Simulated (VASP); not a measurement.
Runs of VASP 6.6.1 on TaSi (rocksalt type). The structure is that of space group Fm-3m (No. 225), or close to it. The cells are those of the table. 

```tsv
cell	gap on the mesh (eV)	pressure (GPa)
a = 3.436 Å, angles 60.0°, 2 atoms	none	40.1
a = 2.928 Å, angles 60.0°, 2 atoms	none	(a)
a = 3.071 Å, angles 60.0°, 2 atoms	none	218.5
a = 2.791 Å, angles 60.0°, 2 atoms	none	584.7
```

Alike in all rows: task single point; level PBE; potentials or basis VASP PAW PBE potentials, release 64 (Ta_pv, Si); no spin polarisation; k mesh 14 × 14 × 14; cutoff (eV) 520; smearing fermi-dirac 0.05 eV.

Fill in the values left out.

(a) 364.4.

Caveats: the cell stands under pressure; spin-orbit coupling is left out, which moves the levels of the heavy elements.

A k mesh can miss the band edges, and the runs leave out spin-orbit coupling on Ta.

A gap of «none» marks levels without a gap at the run's occupations.
